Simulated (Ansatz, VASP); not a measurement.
PCS4 in VASP and in Ansatz

```
CELL_PARAMETERS angstrom
3.29013 0.00000 0.00000
0.00000 3.29013 0.00000
0.00000 0.00000 12.62148
ATOMIC_POSITIONS crystal
P 0.00000 0.00000 0.00000
C 0.50000 0.50000 0.50000
S 0.50000 0.50000 0.18097
S 0.00000 0.00000 0.65245
S 0.00000 0.00000 0.34755
S 0.50000 0.50000 0.81903
```

Change from the starting cell: species swapped into the Ti4CuAg type (P4/mmm, No. 123).

Alike in both runs: task relaxation of cell and atoms; functional PBE; dispersion D3(BJ); k mesh 6 × 6 × 2; occupations gaussian, width 0.1 eV; no spin polarisation.

|  | VASP | Ansatz |
| --- | --- | --- |
| version | VASP 6.6.1 | Ansatz 0.2.0 |
| potentials or method | VASP PAW PBE potentials, release 64 (P, C, S), cutoff 600 eV | scalar-relativistic, plane waves, PAW |
| valence electrons in the cell | 33 | 33 |

Ansatz gave:

* gap on the k mesh at the Fermi level, each at its own relaxed structure (eV): none
* relaxed volume (Å³/atom): 15.32
* relaxed cell length with the largest relative difference (Å): 3.027

Task: Which values does VASP return?

Result: gap on the k mesh at the Fermi level, each at its own relaxed structure (eV): none; relaxed volume (Å³/atom): 15.59; relaxed cell length with the largest relative difference (Å): 3.064.

A gap of «none» marks a metal or a gap that the smearing closes. Ansatz's warnings: dispersion switch in reach, relaxed geometry near dispersion switch.

Noted on VASP's run: the volume moved by over 15 % at a fixed basis, so the end points are rough.
